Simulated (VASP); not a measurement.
Crystal: NaP2.

```
Na P
1.0
     6.00529    0.00000    0.00000
    -3.00264    5.20073    0.00000
     0.00000    0.00000    6.60667
Na P
3 6
Direct
  0.46500 0.00000 0.33333
  0.00000 0.46500 0.66667
  0.53500 0.53500 0.00000
  0.41500 0.27200 0.21300
  0.72800 0.14300 0.54633
  0.85700 0.58500 0.87967
  0.27200 0.41500 0.78700
  0.14300 0.72800 0.45367
  0.58500 0.85700 0.12033
```

| Quantity | Value |
| --- | --- |
| Program | VASP 6.6.1 |
| Task | relaxation of cell and atoms |
| Functional | PBE |
| Potentials or basis | VASP PAW PBE potentials, release 64 (Na_pv, P) |
| Cutoff | 600 eV |
| k mesh | 3 × 3 × 4 |
| Occupations | gaussian, width 0.1 eV |
| Spin | no spin polarisation |

At the start: pressure 37.8 GPa; volume 22.93 Å³/atom.

Problem. Where does the relaxation end?

Solution. Over 38 steps the energy falls by 4065.6 meV/atom and the volume is 22.82 Å³/atom (-0.4 %); space group P3_121 (No. 152, to 0.1 Å) before and after.

Step by step:
| step | energy change (eV) | largest force (eV/Å) | pressure (GPa) | volume (Å³) |
| --- | --- | --- | --- | --- |
| 1 | 0.0000 | 3.9895 | 37.75 | 206.34 |
| 2 | -16.1277 | 0.5198 | 0.44 | 413.34 |
| 3 | -16.1605 | 0.4744 | 0.22 | 421.94 |
| 4 | -16.2329 | 0.4843 | 0.16 | 419.77 |
| 5 | -16.4028 | 0.7039 | 0.04 | 413.13 |
| 6 | -16.5871 | 1.9951 | 0.09 | 399.16 |
| 7 | -16.6097 | 2.0237 | 0.08 | 398.78 |
| 8 | -16.6808 | 2.1093 | 0.05 | 397.63 |
| 9 | -16.8383 | 2.2778 | -0.02 | 395.30 |
| 10 | -17.2188 | 2.6000 | -0.17 | 390.50 |
| 11 | -18.2861 | 3.1736 | -0.47 | 380.29 |
| 12 | -21.9112 | 3.9645 | -1.12 | 357.43 |
| 13 | -30.1435 | 3.2921 | 2.96 | 301.42 |
| 14 | -28.9917 | 7.5096 | 10.04 | 278.96 |
| 15 | -30.1845 | 3.0605 | 4.61 | 294.23 |
| 16 | -30.6623 | 3.5555 | 4.27 | 293.78 |
| 17 | -31.3676 | 3.7558 | 4.06 | 290.94 |
| 18 | -34.3598 | 1.2819 | -0.40 | 278.10 |
| 19 | -34.2624 | 1.3952 | -0.75 | 273.84 |
| 20 | -34.3292 | 1.0619 | -0.62 | 275.76 |
| 21 | -34.3567 | 1.1505 | -0.54 | 276.95 |
| 22 | -34.6099 | 0.7211 | -1.18 | 275.70 |
| 23 | -35.0013 | 0.6333 | -1.95 | 271.75 |
| 24 | -35.0080 | 0.8509 | -1.87 | 271.03 |
| 25 | -35.2089 | 0.8564 | -1.60 | 263.89 |
| 26 | -35.6961 | 0.9081 | -0.57 | 242.97 |
| 27 | -35.8784 | 1.0756 | 3.45 | 203.34 |
| 28 | -35.9669 | 1.0488 | 1.69 | 216.66 |
| 29 | -36.1628 | 0.5230 | 0.12 | 215.24 |
| 30 | -36.1878 | 0.5809 | -0.68 | 214.32 |
| 31 | -36.3270 | 0.6628 | -0.81 | 211.42 |
| 32 | -36.4849 | 0.5832 | -0.64 | 202.82 |
| 33 | -36.4967 | 0.5397 | -0.76 | 204.84 |
| 34 | -36.5560 | 0.1958 | 0.67 | 201.08 |
| 35 | -36.5561 | 0.1953 | 0.65 | 201.12 |
| 36 | -36.5768 | 0.1474 | 0.29 | 203.12 |
| 37 | -36.5870 | 0.1107 | -0.16 | 205.80 |
| 38 | -36.5906 | 0.0269 | 0.08 | 205.42 |

Final structure:
```
CELL_PARAMETERS angstrom
8.13867 0.00000 0.00000
-4.06934 7.04830 0.00000
0.00000 0.00000 3.58098
ATOMIC_POSITIONS crystal
Na 0.47060 0.00000 0.33333
Na 0.00000 0.47060 0.66667
Na 0.52940 0.52940 0.00000
P 0.14664 0.25900 0.26456
P 0.74101 0.88765 0.59789
P 0.11235 0.85336 0.93122
P 0.25899 0.14664 0.73544
P 0.88765 0.74101 0.40211
P 0.85336 0.11235 0.06878
```

Caveat: the k points lie up to 0.44 Å⁻¹ apart in the final cell, too coarse for converged energies and pressures of a metal; a cell axis changed by over 15 % at a fixed basis, so the end point is rough.
